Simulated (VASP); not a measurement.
# AlNi (C2/m) in VASP: further runs

AlNi is run at these levels: PBE, LDA, PBEsol; tasks: single point.

Program: VASP 6.6.1. These are calculated values, not measurements. Logs are shortened: lines on timing, memory, paths and dates and some standing lists are left out, and cuts for length are marked.

### Step 1. The cell of the first run

The structure is monoclinic, space group C2/m (No. 12). Conventional cell: a = 4.662 Å, b = 2.826 Å, c = 4.165 Å, α = 90.00°, β = 109.27°, γ = 90.00°. Within 3.3 Å of Ni (site symmetry 2/m) lie 6 Al at 2.52 to 2.56 Å and 6 Ni at 2.73 to 2.83 Å. Within 3.3 Å of Al (site symmetry 2/m) lie 6 Ni at 2.52 to 2.56 Å and 6 Al at 2.73 to 2.83 Å.

### Step 2. Single point, PBE, collinear spin, ferromagnetic start

Input file INCAR:

```
  PREC = Accurate
  ENCUT = 520
  EDIFF = 1E-6
  ISMEAR = -1
  SIGMA = 0.05
  LREAL = False
  LASPH = True
  NELM = 150
  ALGO = Normal
  ISIF = 2
  LWAVE = False
  LCHARG = True
  ISPIN = 2
  MAGMOM = 1 0
  LORBIT = 11
  LMAXMIX = 4
  GGA = PE
  LELF = True
  LVHAR = True
  NBANDS = 18
```

Input file KPOINTS:

```
regular mesh
0
Gamma
  11 11 7
```

Input file POSCAR:

```
AlNi
1.0
    2.3309565903     -1.4130331573      0.0000000000
    2.3309565903      1.4130331573      0.0000000000
   -1.3743010865      0.0000000000      3.9319075144
Ni Al
1 1
Direct
    0.5000000000      0.5000000000      0.5000000000
    0.0000000000      0.0000000000      0.0000000000
```

Potentials or basis: VASP PAW PBE potentials, release 64 (Ni, Al).

Command:

```bash
$ cat potpaw_PBE.64/Ni/POTCAR potpaw_PBE.64/Al/POTCAR > POTCAR
$ mpirun -np 1 vasp_std > vasp.out
```

OUTCAR:

```text
PREC = Accurate
   ENCUT = 520
   EDIFF = 1E-6
   ISMEAR = -1
   LREAL = False
   LASPH = True
   NELM = 150
   ISIF = 2
   ISPIN = 2
   LORBIT = 11
   GGA = PE

 ion  position               nearest neighbor table
   1  0.500  0.500  0.500-   2 2.52   2 2.52   2 2.52   2 2.52   2 2.56   2 2.56
   2  0.000  0.000  0.000-   1 2.52   1 2.52   1 2.52   1 2.52   1 2.56   1 2.56

  LATTYP: Found a base centered monoclinic cell.
 ALAT       =     4.6619131806
 B/A-ratio  =     0.6062031199
 C/A-ratio  =     0.8934454424
 COS(beta)  =    -0.3299511685

  Lattice vectors:

 A1 = (   2.3309565903,  -1.4130331573,   0.0000000000)
 A2 = (   2.3309565903,   1.4130331573,   0.0000000000)
 A3 = (  -1.3743010865,   0.0000000000,   3.9319075144)

Analysis of symmetry for initial positions (statically):
=====================================================================
 Subroutine PRICEL returns:
 Original cell was already a primitive cell.

 Routine SETGRP: Setting up the symmetry group for a
 base centered monoclinic supercell.

 Subroutine GETGRP returns: Found  4 space group operations
 (whereof  4 operations were pure point group operations)
 out of a pool of  4 trial point group operations.

The static configuration has the point symmetry C_2h.

Analysis of symmetry for dynamics (positions and initial velocities):
=====================================================================
 Subroutine PRICEL returns:
 Original cell was already a primitive cell.

 Routine SETGRP: Setting up the symmetry group for a
 base centered monoclinic supercell.

 Subroutine GETGRP returns: Found  4 space group operations
 (whereof  4 operations were pure point group operations)
 out of a pool of  4 trial point group operations.

The dynamic configuration has the point symmetry C_2h.

Analysis of structural, dynamic, and magnetic symmetry:
=====================================================================
 Subroutine PRICEL returns:
 Original cell was already a primitive cell.

 Routine SETGRP: Setting up the symmetry group for a
 base centered monoclinic supercell.

 Subroutine GETGRP returns: Found  4 space group operations
 (whereof  4 operations were pure point group operations)
 out of a pool of  4 trial point group operations.

The overall configuration has the point symmetry C_2h.

 Subroutine INISYM returns: Found  4 space group operations
 (whereof  4 operations are pure point group operations),
 and found     1 'primitive' translations

----------------------------------------------------------------------------------------

                                     Primitive cell

  volume of cell :      25.9012

  direct lattice vectors                    reciprocal lattice vectors
     2.330956590 -1.413033157  0.000000000     0.214504209 -0.353848738  0.074974644
     2.330956590  1.413033157  0.000000000     0.214504209  0.353848738  0.074974644
    -1.374301087  0.000000000  3.931907514     0.000000000  0.000000000  0.254329482

  length of vectors
     2.725806547  2.725806547  4.165165084     0.420526079  0.420526079  0.254329482

  position of ions in fractional coordinates (direct lattice)
     0.500000000  0.500000000  0.500000000
     0.000000000  0.000000000  0.000000000

  ion indices of the primitive-cell ions
   primitive index   ion index
                 1           1
                 2           2

----------------------------------------------------------------------------------------

 KPOINTS: regular mesh

Automatic generation of k-mesh.
 Grid dimensions read from file:
 generate k-points for:   11   11    7

 Generating k-lattice:

  Cartesian coordinates                     Fractional coordinates (reciprocal lattice)
     0.019500383 -0.032168067  0.006815877     0.090909091  0.000000000  0.000000000
     0.019500383  0.032168067  0.006815877     0.000000000  0.090909091  0.000000000
     0.000000000  0.000000000  0.036332783     0.000000000  0.000000000  0.142857143

  Length of vectors
     0.038229644  0.038229644  0.036332783

  Shift w.r.t. Gamma in fractional coordinates (k-lattice)
     0.000000000  0.000000000  0.000000000

 Subroutine IBZKPT returns following result:
 ===========================================

 Found    234 irreducible k-points:

 Following reciprocal coordinates:
            Coordinates               Weight
  0.000000  0.000000  0.000000      1.000000
  0.090909  0.000000  0.000000      4.000000
  0.181818  0.000000  0.000000      4.000000
  0.272727  0.000000  0.000000      4.000000
  0.363636  0.000000  0.000000      4.000000
  0.454545  0.000000  0.000000      4.000000
[... 16 lines left out ...]
 -0.272727  0.181818  0.000000      4.000000
 -0.181818  0.181818  0.000000      2.000000
 [... further k-points ...]
   k-points           NKPTS =    234   k-points in BZ     NKDIM =    234   number of bands    NBANDS=     18
   number of dos      NEDOS =    301   number of ions     NIONS =      2
   total plane-waves  NPLWV =  12800
   dimension x,y,z NGX =    20 NGY =   20 NGZ =   32
   dimension x,y,z NGXF=    40 NGYF=   40 NGZF=   64
   ions per type =               1   1
   NGX,Y,Z   is equivalent  to a cutoff of  12.20, 12.20, 12.77 a.u.
   NGXF,Y,Z  is equivalent  to a cutoff of  24.40, 24.40, 25.54 a.u.
 SYSTEM =  unknown system
   PREC   = accura    normal or accurate (medium, high low for compatibility)
   ISTART =      0    job   : 0-new  1-cont  2-samecut
   ICHARG =      2    charge: 1-file 2-atom 10-const
   ISPIN  =      2    spin polarized calculation?
   LNONCOLLINEAR =      F non collinear calculations
   LSORBIT =      F    spin-orbit coupling
   LASPH  =      T    aspherical Exc in radial PAW
   ENCUT  =  520.0 eV  38.22 Ry    6.18 a.u.   5.07  5.07  7.74*2*pi/ulx,y,z
   NELM   =    150;   NELMIN=  2; NELMDL= -5     # of ELM steps
   EDIFF  = 0.1E-05   stopping-criterion for ELM
   LREAL  =      F    real-space projection
   EDIFFG = 0.1E-04   stopping-criterion for IOM
   NSW    =      0    number of steps for IOM
   IBRION =     -1    ionic relax: 0-MD 1-quasi-New 2-CG
   NFREE  =      0    steps in history (QN), initial steepest desc. (CG)
   ISIF   =      2    stress and relaxation
   ISYM   =      2    0-nonsym 1-usesym 2-fastsym
   POTIM  = 0.5000    time-step for ionic-motion
   TEBEG  =    0.0;   TEEND  =   0.0 temperature during run
   PSTRESS=    0.0 pullay stress
   NELECT =      13.0000    total number of electrons
   NUPDOWN=      -1.0000    fix difference up-down
   EMIN   =  10.00;   EMAX   =-10.00  energy-range for DOS
[... 5 lines left out ...]
     AMIX     =   0.40;   BMIX     =  1.00
     AMIX_MAG =   1.60;   BMIX_MAG =  1.00
  volume/ion in A,a.u.               =      12.95        87.39
  Fermi-wavevector in a.u.,A,eV,Ry     =   1.301016  2.458564 23.029805  1.692643
  Thomas-Fermi vector in A             =   2.432177
   LORBIT       =     11    0 simple, 1 ext, 2 COOP (PROOUT), +10 PAW based schemes
   GGA     = PE    functional components
   LHFCALC =     F    Hartree Fock is set to
   AEXX    =    0.0000 exact exchange contribution
   IVDW    =     0    specifies the selected vdW correction
   LEPSILON=     F    determine dielectric tensor
   LRPA    =     F    only Hartree local field effects (RPA)
 spin polarized calculation
  energy-cutoff  :      520.00
  volume of cell :       25.90
 maximum number of plane-waves:       716
   NGX = 11   NGY = 11   NGZ = 15

 number of electron      12.9999993 magnetization      -0.0024547

 number of electron      12.9999993 magnetization       0.0008767

 Free energy of the ion-electron system (eV)
  ---------------------------------------------------
  ext. energy  EPLUGINS =         0.00000000
  ---------------------------------------------------
  free energy    TOTEN  =       -10.03659064 eV

  energy without entropy =      -10.02888660  energy(sigma->0) =      -10.03273862

 E-fermi :   8.8555     XC(G=0): -11.6655

 val. band max:        8.8538375860   @ k =  -0.4545   0.1818   0.1429
 cond. band min:       8.8572012909   @ k =   0.4545   0.0909   0.1429
 fundamental gap:      0.0033637049
 Fermi energy:         8.8555166516

 spin component 1

 k-point     1 :       0.0000    0.0000    0.0000
  band No.  band energies     occupation
      1      -1.7338      1.00000
      2       5.4306      1.00000
      3       7.1167      1.00000
      4       7.2272      1.00000
      5       7.3958      1.00000
      6       7.5467      1.00000
[... 10 lines left out ...]
     17      28.3744      0.00000
     18      29.1680      0.00000

 k-point     2 :       0.0909    0.0000    0.0000
  band No.  band energies     occupation
      1      -1.5151      1.00000
      2       5.5303      1.00000
      3       6.7799      1.00000
      4       7.1079      1.00000
      5       7.4360      1.00000
      6       7.6187      1.00000
[... 10 lines left out ...]
     17      29.3469      0.00000
     18      31.1296      0.00000

 k-point     3 :       0.1818    0.0000    0.0000
  band No.  band energies     occupation
      1      -0.8656      1.00000
      2       5.7491      1.00000
      3       6.4277      1.00000
      4       6.9733      1.00000
      5       7.5210      1.00000
      6       7.6518      1.00000
[... 10 lines left out ...]
     17      31.4244      0.00000
     18      32.7072      0.00000

 k-point     4 :       0.2727    0.0000    0.0000
  band No.  band energies     occupation
      1       0.1923      1.00000
      2       5.7810      1.00000
      3       6.4190      1.00000
      4       6.7936      1.00000
      5       7.4593      1.00000
      6       7.9141      1.00000
[... 375 lines left out ...]
      4       6.5508      1.00000
      5       7.0250      1.00000
      6       8.4554      0.99967
[... 10 lines left out ...]
     17      33.1707      0.00000
     18      34.1997      0.00000

 k-point    23 :      -0.2727    0.1818    0.0000
  band No.  band energies     occupation
      1       2.0164      1.00000
      2       5.9071      1.00000
      3       6.4357      1.00000
      4       6.5548      1.00000
      5       7.1109      1.00000
      6       8.3380      0.99997
[... 10 lines left out ...]
     17      31.9822      0.00000
     18      35.0940      0.00000

 k-point    24 :      -0.1818    0.1818    0.0000
  band No.  band energies     occupation
      1       0.6807      1.00000
      2       6.0284      1.00000
      3       6.3868      1.00000
      4       6.6450      1.00000
      5       7.2614      1.00000
      6       8.1067      1.00000
[... 10 lines left out ...]
     17      32.3280      0.00000
     18      33.1388      0.00000

 [... further k-points ...]

 spin component 2

 k-point     1 :       0.0000    0.0000    0.0000
  band No.  band energies     occupation
      1      -1.7340      1.00000
      2       5.4312      1.00000
      3       7.1178      1.00000
      4       7.2270      1.00000
      5       7.3969      1.00000
      6       7.5474      1.00000
[... 10 lines left out ...]
     17      28.3743      0.00000
     18      29.1682      0.00000

 k-point     2 :       0.0909    0.0000    0.0000
  band No.  band energies     occupation
      1      -1.5152      1.00000
      2       5.5309      1.00000
      3       6.7803      1.00000
      4       7.1089      1.00000
      5       7.4371      1.00000
      6       7.6195      1.00000
[... 10 lines left out ...]
     17      29.3469      0.00000
     18      31.1296      0.00000

 k-point     3 :       0.1818    0.0000    0.0000
  band No.  band energies     occupation
      1      -0.8658      1.00000
      2       5.7496      1.00000
      3       6.4282      1.00000
      4       6.9743      1.00000
      5       7.5218      1.00000
      6       7.6529      1.00000
[... 10 lines left out ...]
     17      31.4243      0.00000
     18      32.7069      0.00000

 k-point     4 :       0.2727    0.0000    0.0000
  band No.  band energies     occupation
      1       0.1921      1.00000
      2       5.7815      1.00000
      3       6.4196      1.00000
      4       6.7945      1.00000
      5       7.4600      1.00000
      6       7.9152      1.00000
[... 375 lines left out ...]
      4       6.5514      1.00000
      5       7.0257      1.00000
      6       8.4565      0.99966
[... 10 lines left out ...]
     17      33.1704      0.00000
     18      34.1996      0.00000

 k-point    23 :      -0.2727    0.1818    0.0000
  band No.  band energies     occupation
      1       2.0163      1.00000
      2       5.9076      1.00000
      3       6.4365      1.00000
      4       6.5554      1.00000
      5       7.1117      1.00000
      6       8.3392      0.99997
[... 10 lines left out ...]
     17      31.9822      0.00000
     18      35.0939      0.00000

 k-point    24 :      -0.1818    0.1818    0.0000
  band No.  band energies     occupation
      1       0.6805      1.00000
      2       6.0289      1.00000
      3       6.3875      1.00000
      4       6.6459      1.00000
      5       7.2622      1.00000
      6       8.1079      1.00000
[... 10 lines left out ...]
     17      32.3281      0.00000
     18      33.1388      0.00000

 [... further k-points ...]
[... 5 lines left out ...]
  --------------------------------------------------------------------------------------
  -------------------------------------------------------------------------------------
  Total       -0.3424588     -0.6223129     -0.6115707      0.0000000      0.0000000     -0.1145595
  in kB      -21.1835664    -38.4945753    -37.8300940      0.0000000      0.0000000     -7.0863399
  external PRESSURE =     -32.5027452 kB  Pullay stress =       0.0000000 kB

 VOLUME and BASIS-vectors are now :
 -----------------------------------------------------------------------------
  energy-cutoff  :      520.00
  volume of cell :       25.90
      direct lattice vectors                 reciprocal lattice vectors
     2.330956590 -1.413033157  0.000000000     0.214504209 -0.353848738  0.074974644
     2.330956590  1.413033157  0.000000000     0.214504209  0.353848738  0.074974644
    -1.374301087  0.000000000  3.931907514     0.000000000  0.000000000  0.254329482

 POSITION                                       TOTAL-FORCE (eV/Angst)
 -----------------------------------------------------------------------------------
      1.64381      0.00000      1.96595         0.000000      0.000000      0.000000
      0.00000      0.00000      0.00000         0.000000     -0.000000      0.000000
 -----------------------------------------------------------------------------------
    total drift:                                0.000000      0.000000      0.000000

  FREE ENERGIE OF THE ION-ELECTRON SYSTEM (eV)
  ---------------------------------------------------
  free  energy   TOTEN  =       -10.0365906435 eV

  energy  without entropy=      -10.0288865970  energy(sigma->0) =      -10.03273862

 total charge

# of ion       s       p       d       tot
------------------------------------------
    1        0.440   0.449   8.404   9.294
    2        0.411   0.394   0.000   0.805
--------------------------------------------------
tot          0.851   0.843   8.404  10.099

 magnetization (x)

# of ion       s       p       d       tot
------------------------------------------
    1        0.000  -0.000   0.000   0.000
    2       -0.000  -0.000   0.000  -0.000
--------------------------------------------------
tot         -0.000  -0.000   0.000   0.000
```

It took 68 s on 1 thread of Intel Xeon 6975P-C (Granite Rapids), shared host; peak memory 0.28 GiB.

What came out:

```
Free energy                                           : -10.0366 eV
Pressure                                              : -3.3 GPa
Net moment                                            : 0.00 μB per cell
Valence electrons inside the program's atomic spheres : Ni 9.29; Al 0.81
```

(Continued in part 2 of 2.)
